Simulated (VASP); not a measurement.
Crystal: PbSe (Clausthalite).

```
CELL_PARAMETERS angstrom
0.00000 2.99817 2.99817
2.99817 0.00000 2.99817
2.99817 2.99817 0.00000
ATOMIC_POSITIONS crystal
Pb 0.00000 0.00000 0.00000
Se 0.50000 0.50000 0.50000
```

Base run:

```yaml
Program: VASP 6.6.1
Functional: RPBE
Dispersion: D4
Potentials_or_basis: VASP PAW PBE potentials, release 64 (Pb_d, Se)
Cutoff: 520 eV
k_mesh: 8 × 8 × 8
Occupations: fermi-dirac, width 0.05 eV
Spin: no spin polarisation
```

Its results: band gap on the k mesh 0.14 eV, direct; pressure 3.9 GPa.

Task: The run is repeated on the same cell with these changes: functional from RPBE to BLYP. What comes out?

Result: Band gap on the k mesh 0.19 eV, direct; pressure 6.0 GPa.

Caveats: the PAW data sets were made with another functional, which shifts forces and pressure a little; spin-orbit coupling is left out, which moves the levels of the heavy elements.

A k mesh can miss the band edges.
